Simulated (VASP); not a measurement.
# PbS (Galena) (Fm-3m) in VASP: further runs

Runs on PbS (Galena). Level: LDA. Tasks: single point.

All numbers are computed with VASP 6.6.1; they aren't measurements. Logs are shortened: lines on timing, memory, paths and dates and some standing lists are left out, and cuts for length are marked.

**1. The cell of the first run**

The structure is cubic, space group Fm-3m (No. 225). Conventional cell: a = 5.951 Å, b = 5.951 Å, c = 5.951 Å, α = 90.00°, β = 90.00°, γ = 90.00°. Within 3.9 Å of Pb (site symmetry m-3m) lie 6 S at 2.98 Å. S (site symmetry m-3m) has 6 Pb at 2.98 Å within 3.9 Å.

**2. Single point, LDA**

INCAR

```
SYSTEM = PbS
PREC = Accurate
ENCUT = 500
EDIFF = 1E-6
ISMEAR = 0
SIGMA = 0.01
LREAL = .FALSE.
LASPH = .TRUE.
NELM = 120
ALGO = Normal
ISIF = 2
LWAVE = .FALSE.
LCHARG = .FALSE.
NBANDS = 17
GGA_COMPAT = .FALSE.
```

KPOINTS

```
Automatic mesh
0
G
  6 6 6
  0 0 0
```

POSCAR

```
PbS
1.0
    0.0000000000      2.9756030624      2.9756030624
    2.9756030624      0.0000000000      2.9756030624
    2.9756030624      2.9756030624      0.0000000000
Pb S
1 1
Direct
    0.0000000000      0.0000000000      0.0000000000
    0.5000000000      0.5000000000      0.5000000000
```

Potentials or basis: VASP PAW LDA potentials, release 64 (Pb_d, S).

Command:

```sh
$ cat potpaw_LDA.64/Pb_d/POTCAR potpaw_LDA.64/S/POTCAR > POTCAR
$ mpirun -np 1 vasp_std > vasp.out
```

OUTCAR:

```text
SYSTEM = PbS
   PREC = Accurate
   ENCUT = 500
   EDIFF = 1E-6
   ISMEAR = 0
   LREAL = .FALSE.
   LASPH = .TRUE.
   NELM = 120
   ISIF = 2

 ion  position               nearest neighbor table
   1  0.000  0.000  0.000-   2 2.98   2 2.98   2 2.98   2 2.98   2 2.98   2 2.98
   2  0.500  0.500  0.500-   1 2.98   1 2.98   1 2.98   1 2.98   1 2.98   1 2.98

  LATTYP: Found a face centered cubic cell.
 ALAT       =     5.9512061248

  Lattice vectors:

 A1 = (   0.0000000000,   2.9756030624,   2.9756030624)
 A2 = (   2.9756030624,   0.0000000000,   2.9756030624)
 A3 = (   2.9756030624,   2.9756030624,   0.0000000000)

Analysis of symmetry for initial positions (statically):
=====================================================================
 Subroutine PRICEL returns:
 Original cell was already a primitive cell.

 Routine SETGRP: Setting up the symmetry group for a
 face centered cubic supercell.

 Subroutine GETGRP returns: Found 48 space group operations
 (whereof 48 operations were pure point group operations)
 out of a pool of 48 trial point group operations.

The static configuration has the point symmetry O_h .

Analysis of symmetry for dynamics (positions and initial velocities):
=====================================================================
 Subroutine PRICEL returns:
 Original cell was already a primitive cell.

 Routine SETGRP: Setting up the symmetry group for a
 face centered cubic supercell.

 Subroutine GETGRP returns: Found 48 space group operations
 (whereof 48 operations were pure point group operations)
 out of a pool of 48 trial point group operations.

The dynamic configuration has the point symmetry O_h .

 Subroutine INISYM returns: Found 48 space group operations
 (whereof 48 operations are pure point group operations),
 and found     1 'primitive' translations

----------------------------------------------------------------------------------------

                                     Primitive cell

  volume of cell :      52.6933

  direct lattice vectors                    reciprocal lattice vectors
     0.000000000  2.975603062  2.975603062    -0.168033165  0.168033165  0.168033165
     2.975603062  0.000000000  2.975603062     0.168033165 -0.168033165  0.168033165
     2.975603062  2.975603062  0.000000000     0.168033165  0.168033165 -0.168033165

  length of vectors
     4.208138207  4.208138207  4.208138207     0.291041979  0.291041979  0.291041979

  position of ions in fractional coordinates (direct lattice)
     0.000000000  0.000000000  0.000000000
     0.500000000  0.500000000  0.500000000

  ion indices of the primitive-cell ions
   primitive index   ion index
                 1           1
                 2           2

----------------------------------------------------------------------------------------

 KPOINTS: Automatic mesh

Automatic generation of k-mesh.
 Grid dimensions read from file:
 generate k-points for:    6    6    6

 Generating k-lattice:

  Cartesian coordinates                     Fractional coordinates (reciprocal lattice)
    -0.028005527  0.028005527  0.028005527     0.166666667  0.000000000  0.000000000
     0.028005527 -0.028005527  0.028005527     0.000000000  0.166666667  0.000000000
     0.028005527  0.028005527 -0.028005527     0.000000000  0.000000000  0.166666667

  Length of vectors
     0.048506996  0.048506996  0.048506996

  Shift w.r.t. Gamma in fractional coordinates (k-lattice)
     0.000000000  0.000000000  0.000000000

 Subroutine IBZKPT returns following result:
 ===========================================

 Found     16 irreducible k-points:

 Following reciprocal coordinates:
            Coordinates               Weight
  0.000000  0.000000  0.000000      1.000000
  0.166667  0.000000  0.000000      8.000000
  0.333333  0.000000  0.000000      8.000000
  0.500000  0.000000  0.000000      4.000000
  0.166667  0.166667  0.000000      6.000000
  0.333333  0.166667  0.000000     24.000000
[... 8 lines left out ...]
 -0.333333  0.333333  0.166667     24.000000
 -0.333333  0.500000  0.166667     12.000000
   k-points           NKPTS =     16   k-points in BZ     NKDIM =     16   number of bands    NBANDS=     17
   number of dos      NEDOS =    301   number of ions     NIONS =      2
   total plane-waves  NPLWV =  32768
   dimension x,y,z NGX =    32 NGY =   32 NGZ =   32
   dimension x,y,z NGXF=    64 NGYF=   64 NGZF=   64
   ions per type =               1   1
   NGX,Y,Z   is equivalent  to a cutoff of  12.64, 12.64, 12.64 a.u.
   NGXF,Y,Z  is equivalent  to a cutoff of  25.28, 25.28, 25.28 a.u.
 SYSTEM =  PbS
   PREC   = accura    normal or accurate (medium, high low for compatibility)
   ISTART =      0    job   : 0-new  1-cont  2-samecut
   ICHARG =      2    charge: 1-file 2-atom 10-const
   ISPIN  =      1    spin polarized calculation?
   LNONCOLLINEAR =      F non collinear calculations
   LSORBIT =      F    spin-orbit coupling
   LASPH  =      T    aspherical Exc in radial PAW
   ENCUT  =  500.0 eV  36.75 Ry    6.06 a.u.   7.67  7.67  7.67*2*pi/ulx,y,z
   NELM   =    120;   NELMIN=  2; NELMDL= -5     # of ELM steps
   EDIFF  = 0.1E-05   stopping-criterion for ELM
   LREAL  =      F    real-space projection
   EDIFFG = 0.1E-04   stopping-criterion for IOM
   NSW    =      0    number of steps for IOM
   IBRION =     -1    ionic relax: 0-MD 1-quasi-New 2-CG
   NFREE  =      0    steps in history (QN), initial steepest desc. (CG)
   ISIF   =      2    stress and relaxation
   ISYM   =      2    0-nonsym 1-usesym 2-fastsym
   POTIM  = 0.5000    time-step for ionic-motion
   TEBEG  =    0.0;   TEEND  =   0.0 temperature during run
   PSTRESS=    0.0 pullay stress
   NELECT =      20.0000    total number of electrons
   NUPDOWN=      -1.0000    fix difference up-down
   EMIN   =  10.00;   EMAX   =-10.00  energy-range for DOS
   EFERMI =   0.00;   METHOD = LEGACY
   ISMEAR =     0;   SIGMA  =   0.01  broadening in eV -4-tet -1-fermi 0-gaus
   EFERMI_NEDOS =   21; number of points for ismear=-14 and -15
   IALGO  =     38    algorithm
   IMIX   =      4    mixing-type and parameters
     AMIX     =   0.40;   BMIX     =  1.00
     AMIX_MAG =   1.60;   BMIX_MAG =  1.00
  volume/ion in A,a.u.               =      26.35       177.80
  Fermi-wavevector in a.u.,A,eV,Ry     =   1.185313  2.239917 19.115746  1.404968
  Thomas-Fermi vector in A             =   2.321510
   LORBIT       =      0    0 simple, 1 ext, 2 COOP (PROOUT), +10 PAW based schemes
   GGA     = CA    functional components
   LHFCALC =     F    Hartree Fock is set to
   AEXX    =    0.0000 exact exchange contribution
   IVDW    =     0    specifies the selected vdW correction
   LEPSILON=     F    determine dielectric tensor
   LRPA    =     F    only Hartree local field effects (RPA)
 non-spin polarized calculation
 Gauss-broadening in eV      SIGMA  =   0.01
  energy-cutoff  :      500.00
  volume of cell :       52.69
 maximum number of plane-waves:      1363
 NGX is ok and might be reduce to    32
   NGX = 15   NGY = 15   NGZ = 15

 number of electron      20.0000000 magnetization

 Free energy of the ion-electron system (eV)
  ---------------------------------------------------
  ext. energy  EPLUGINS =         0.00000000
  ---------------------------------------------------
  free energy    TOTEN  =        -9.97519988 eV

  energy without entropy =       -9.97519988  energy(sigma->0) =       -9.97519988

 E-fermi :   5.5397     XC(G=0):  -9.9842

 val. band max:        5.4533649274   @ k =   0.5000   0.0000   0.0000
 cond. band min:       5.6967933550   @ k =   0.5000   0.0000   0.0000
 fundamental gap:      0.2434284276
 Fermi energy:         5.5397256532

 k-point     1 :       0.0000    0.0000    0.0000
  band No.  band energies     occupation
      1     -11.2926      2.00000
      2     -11.2926      2.00000
      3     -11.2926      2.00000
      4     -11.2833      2.00000
      5     -11.2833      2.00000
      6      -8.0188      2.00000
[... 9 lines left out ...]
     16      12.1325      0.00000
     17      13.9276      0.00000

 k-point     2 :       0.1667    0.0000    0.0000
  band No.  band energies     occupation
      1     -11.2934      2.00000
      2     -11.2934      2.00000
      3     -11.2914      2.00000
      4     -11.2787      2.00000
      5     -11.2787      2.00000
      6      -7.7834      2.00000
[... 9 lines left out ...]
     16      12.7349      0.00000
     17      15.7986      0.00000

 k-point     3 :       0.3333    0.0000    0.0000
  band No.  band energies     occupation
      1     -11.3074      2.00000
      2     -11.3074      2.00000
      3     -11.2899      2.00000
      4     -11.2568      2.00000
      5     -11.2568      2.00000
      6      -7.1827      2.00000
[... 9 lines left out ...]
     16      14.1450      0.00000
     17      17.5071      0.00000

 k-point     4 :       0.5000    0.0000    0.0000
  band No.  band energies     occupation
      1     -11.3147      2.00000
      2     -11.3147      2.00000
      3     -11.2895      2.00000
      4     -11.2455      2.00000
      5     -11.2455      2.00000
      6      -6.7549      2.00000
[... 9 lines left out ...]
     16      15.5650      0.00000
     17      15.8823      0.00000

 k-point     5 :       0.1667    0.1667    0.0000
  band No.  band energies     occupation
      1     -11.3061      2.00000
      2     -11.2989      2.00000
      3     -11.2780      2.00000
      4     -11.2780      2.00000
      5     -11.2769      2.00000
      6      -7.6992      2.00000
[... 9 lines left out ...]
     16      13.9080      0.00000
     17      14.9179      0.00000

 k-point     6 :       0.3333    0.1667    0.0000
  band No.  band energies     occupation
      1     -11.3309      2.00000
      2     -11.2974      2.00000
      3     -11.2865      2.00000
      4     -11.2649      2.00000
      5     -11.2537      2.00000
      6      -7.2064      2.00000
[... 9 lines left out ...]
     16      15.0485      0.00000
     17      16.7998      0.00000

 k-point     7 :       0.5000    0.1667    0.0000
  band No.  band energies     occupation
      1     -11.3397      2.00000
      2     -11.2993      2.00000
      3     -11.2858      2.00000
      4     -11.2583      2.00000
      5     -11.2434      2.00000
      6      -6.6640      2.00000
[... 9 lines left out ...]
     16      15.8362      0.00000
     17      16.2319      0.00000

 k-point     8 :      -0.3333    0.1667    0.0000
  band No.  band energies     occupation
      1     -11.3255      2.00000
      2     -11.3040      2.00000
      3     -11.2824      2.00000
      4     -11.2569      2.00000
      5     -11.2560      2.00000
      6      -6.8127      2.00000
[... 9 lines left out ...]
     16      15.3845      0.00000
     17      16.5389      0.00000

 k-point     9 :      -0.1667    0.1667    0.0000
  band No.  band energies     occupation
      1     -11.3025      2.00000
      2     -11.2983      2.00000
      3     -11.2894      2.00000
      4     -11.2763      2.00000
      5     -11.2628      2.00000
      6      -7.4156      2.00000
[... 9 lines left out ...]
     16      14.5171      0.00000
     17      15.2814      0.00000

 k-point    10 :       0.3333    0.3333    0.0000
  band No.  band energies     occupation
      1     -11.3816      2.00000
      2     -11.3117      2.00000
      3     -11.2641      2.00000
      4     -11.2477      2.00000
      5     -11.2477      2.00000
      6      -6.8753      2.00000
[... 9 lines left out ...]
     16      16.2763      0.00000
     17      16.8227      0.00000

 k-point    11 :       0.5000    0.3333    0.0000
  band No.  band energies     occupation
      1     -11.3997      2.00000
      2     -11.3061      2.00000
      3     -11.2699      2.00000
      4     -11.2437      2.00000
      5     -11.2375      2.00000
      6      -6.4563      2.00000
[... 9 lines left out ...]
     16      16.7535      0.00000
     17      17.2282      0.00000

 k-point    12 :      -0.3333    0.3333    0.0000
  band No.  band energies     occupation
      1     -11.3703      2.00000
      2     -11.2857      2.00000
      3     -11.2825      2.00000
      4     -11.2594      2.00000
      5     -11.2459      2.00000
      6      -6.4137      2.00000
[... 9 lines left out ...]
     16      15.5035      0.00000
     17      17.2819      0.00000

 k-point    13 :       0.5000    0.5000    0.0000
  band No.  band energies     occupation
      1     -11.4312      2.00000
      2     -11.3181      2.00000
      3     -11.2577      2.00000
      4     -11.2319      2.00000
      5     -11.2319      2.00000
      6      -6.3366      2.00000
[... 9 lines left out ...]
     16      17.7280      0.00000
     17      17.7494      0.00000

 k-point    14 :       0.5000    0.3333    0.1667
  band No.  band energies     occupation
      1     -11.3586      2.00000
      2     -11.2936      2.00000
      3     -11.2867      2.00000
      4     -11.2535      2.00000
      5     -11.2483      2.00000
      6      -6.7156      2.00000
[... 9 lines left out ...]
     16      16.0016      0.00000
     17      16.3334      0.00000

 k-point    15 :      -0.3333    0.3333    0.1667
  band No.  band energies     occupation
      1     -11.3688      2.00000
      2     -11.2911      2.00000
      3     -11.2742      2.00000
      4     -11.2706      2.00000
      5     -11.2393      2.00000
      6      -6.4133      2.00000
[... 9 lines left out ...]
     16      16.8261      0.00000
     17      17.1205      0.00000

 k-point    16 :      -0.3333    0.5000    0.1667
  band No.  band energies     occupation
      1     -11.4008      2.00000
      2     -11.2974      2.00000
      3     -11.2739      2.00000
      4     -11.2544      2.00000
      5     -11.2319      2.00000
      6      -6.3018      2.00000
[... 9 lines left out ...]
     16      17.2337      0.00000
     17      17.7421      0.00000

------------------------ aborting loop because EDIFF is reached ----------------------------------------

  FORCE on cell =-STRESS in cart. coord.  units (eV):
  Direction    XX          YY          ZZ          XY          YZ          ZX
  --------------------------------------------------------------------------------------
  -------------------------------------------------------------------------------------
  Total       -1.0192424     -1.0192424     -1.0192424      0.0000000     -0.0000000      0.0000000
  in kB      -30.9908197    -30.9908197    -30.9908197      0.0000000     -0.0000000      0.0000000
  external PRESSURE =     -30.9908197 kB  Pullay stress =       0.0000000 kB

 VOLUME and BASIS-vectors are now :
 -----------------------------------------------------------------------------
  energy-cutoff  :      500.00
  volume of cell :       52.69
      direct lattice vectors                 reciprocal lattice vectors
     0.000000000  2.975603062  2.975603062    -0.168033165  0.168033165  0.168033165
     2.975603062  0.000000000  2.975603062     0.168033165 -0.168033165  0.168033165
     2.975603062  2.975603062  0.000000000     0.168033165  0.168033165 -0.168033165

 POSITION                                       TOTAL-FORCE (eV/Angst)
 -----------------------------------------------------------------------------------
      0.00000      0.00000      0.00000         0.000000     -0.000000     -0.000000
      2.97560      2.97560      2.97560        -0.000000      0.000000      0.000000
 -----------------------------------------------------------------------------------
    total drift:                                0.000000     -0.000000     -0.000000

  FREE ENERGIE OF THE ION-ELECTRON SYSTEM (eV)
  ---------------------------------------------------
  free  energy   TOTEN  =        -9.9751998803 eV

  energy  without entropy=       -9.9751998803  energy(sigma->0) =       -9.97519988
```

It took 15 s on 1 thread of Intel Xeon 8259CL, shared host; peak memory 0.15 GiB.

What came out:

| Quantity | Value |
| --- | --- |
| Free energy | -9.9752 eV |
| Pressure | -3.1 GPa |
| Band gap on the k mesh | 0.24 eV, direct |

Caveat: spin-orbit coupling is left out, which moves the levels of the heavy elements. A k mesh can miss the band edges.

**3. Single point, LDA**

This run uses another cell than the first one, of 27.13 Å³/atom, 1.030 times its volume.

INCAR

```
ALGO = Normal
EDIFF = 1E-6
ENCUT = 500
GGA_COMPAT = False
ISIF = 2
ISMEAR = 0
LASPH = True
LCHARG = False
LREAL = False
LWAVE = False
NBANDS = 17
NELM = 120
PREC = Accurate
SIGMA = 0.01
```

KPOINTS

```
k-points
0
Gamma
  6 6 6
```

POSCAR

```
PbS
1.0
    0.0000000000      3.0047775019      3.0047775019
    3.0047775019      0.0000000000      3.0047775019
    3.0047775019      3.0047775019      0.0000000000
Pb S
1 1
Direct
    0.0000000000      0.0000000000      0.0000000000
    0.5000000000      0.5000000000      0.5000000000
```

Potentials or basis: VASP PAW LDA potentials, release 64 (Pb_d, S).

Command:

```sh
$ cat potpaw_LDA.64/Pb_d/POTCAR potpaw_LDA.64/S/POTCAR > POTCAR
$ mpirun -np 1 vasp_std > vasp.out
```

OUTCAR:

```text
EDIFF = 1E-6
   ENCUT = 500
   ISIF = 2
   ISMEAR = 0
   LASPH = True
   LREAL = False
   NELM = 120
   PREC = Accurate

 ion  position               nearest neighbor table
   1  0.000  0.000  0.000-   2 3.00   2 3.00   2 3.00   2 3.00   2 3.00   2 3.00
   2  0.500  0.500  0.500-   1 3.00   1 3.00   1 3.00   1 3.00   1 3.00   1 3.00

  LATTYP: Found a face centered cubic cell.
 ALAT       =     6.0095550038

  Lattice vectors:

 A1 = (   0.0000000000,   3.0047775019,   3.0047775019)
[... 494 lines left out ...]

------------------------ aborting loop because EDIFF is reached ----------------------------------------

  FORCE on cell =-STRESS in cart. coord.  units (eV):
  Direction    XX          YY          ZZ          XY          YZ          ZX
  --------------------------------------------------------------------------------------
  -------------------------------------------------------------------------------------
  Total       -1.5257362     -1.5257362     -1.5257362     -0.0000000      0.0000000      0.0000000
  in kB      -45.0529332    -45.0529332    -45.0529332     -0.0000000      0.0000000      0.0000000
  external PRESSURE =     -45.0529332 kB  Pullay stress =       0.0000000 kB

 VOLUME and BASIS-vectors are now :
 -----------------------------------------------------------------------------
  energy-cutoff  :      500.00
  volume of cell :       54.26
      direct lattice vectors                 reciprocal lattice vectors
     0.000000000  3.004777502  3.004777502    -0.166401672  0.166401672  0.166401672
     3.004777502  0.000000000  3.004777502     0.166401672 -0.166401672  0.166401672
     3.004777502  3.004777502  0.000000000     0.166401672  0.166401672 -0.166401672

 POSITION                                       TOTAL-FORCE (eV/Angst)
 -----------------------------------------------------------------------------------
      0.00000      0.00000      0.00000         0.000000     -0.000000     -0.000000
      3.00478      3.00478      3.00478         0.000000      0.000000      0.000000
 -----------------------------------------------------------------------------------
    total drift:                                0.000000     -0.000000     -0.000000

  FREE ENERGIE OF THE ION-ELECTRON SYSTEM (eV)
  ---------------------------------------------------
  free  energy   TOTEN  =        -9.9386211216 eV

  energy  without entropy=       -9.9386211216  energy(sigma->0) =       -9.93862112
```

It took 14 s on 1 thread of Intel Xeon 8259CL, shared host; peak memory 0.16 GiB.

Results:

| Quantity | Value |
| --- | --- |
| Free energy | -9.9386 eV |
| Pressure | -4.5 GPa |
| Band gap on the k mesh | 0.34 eV, direct |

Caveat: spin-orbit coupling is left out, which moves the levels of the heavy elements.

(Continued in part 2 of 2.)
